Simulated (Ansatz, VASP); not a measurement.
One calculation of Mo, two programs

```
Mo
1.0
    -1.58140    1.58140    1.58140
     1.58140   -1.58140    1.58140
     1.58140    1.58140   -1.58140
Mo
1
Cartesian
  0.0000 0.0000 0.0000
```

Change from the starting cell: volume scaled by 1.02.

Alike in both runs: task single point; functional PBE; k mesh 16 × 16 × 16; occupations fermi-dirac, width 0.05 eV; no spin polarisation.

```csv
,VASP,Ansatz
version,VASP 6.6.1,Ansatz 0.2.0
potentials or method,"VASP PAW PBE potentials, release 64 (Mo_sv), cutoff 520 eV","all-electron LAPW, scalar-relativistic"
```

VASP gave:

* pressure (GPa): -0.1

Estimate Ansatz's values.

pressure (GPa): -0.7.

Ansatz ran all-electron here, and VASP with PAW potentials.
